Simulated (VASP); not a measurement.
Here is a VASP 6.6.1 calculation.

The input INCAR:

```
  PREC = Accurate
  ENCUT = 520
  EDIFF = 1E-6
  ISMEAR = 0
  SIGMA = 0.05
  LREAL = False
  LASPH = True
  NELM = 60
  ALGO = Normal
  ISIF = 2
  LWAVE = False
  LCHARG = True
  GGA = PE
  LELF = True
  LVHAR = True
  NBANDS = 26
```

KPOINTS

```
regular mesh
0
Gamma
  12 12 4
```

The input POSCAR:

```
SiC
1.0
    3.3106000000      0.0000000000      0.0000000000
   -1.6553000000      2.8670637018      0.0000000000
    0.0000000000      0.0000000000     10.1291708101
Si C
4 4
Direct
    0.6666666667      0.3333333333      0.9378436843
    0.3333333333      0.6666666667      0.4378436843
    0.0000000000      0.0000000000      0.6878989045
    0.0000000000      0.0000000000      0.1878989045
    0.6666666667      0.3333333333      0.7498087506
    0.3333333333      0.6666666667      0.2498087506
    0.0000000000      0.0000000000      0.5004476606
    0.0000000000      0.0000000000      0.0004476606
```

Potentials or basis: VASP PAW PBE potentials, release 64 (Si, C).

Command:

```sh
$ cat potpaw_PBE.64/Si/POTCAR potpaw_PBE.64/C/POTCAR > POTCAR
$ mpirun -np 1 vasp_std > vasp.out
```

Problem. Predict the largest force.

Solution. 0.377 eV/Å.

Problem. Estimate the band gap on the k mesh.

Solution. 1.85 eV, indirect (least direct gap 2.85 eV).

Forces on the atoms (eV/Å):
```
Si   0.000  0.000  0.327
Si   0.000  0.000  0.327
Si   0.000  0.000  0.340
Si   0.000  0.000  0.340
C    0.000  0.000 -0.377
C    0.000  0.000 -0.377
C    0.000  0.000 -0.290
C    0.000  0.000 -0.290
```

A k mesh can miss the band edges. PBE gaps usually lie below the measured ones, often by a third to a half.
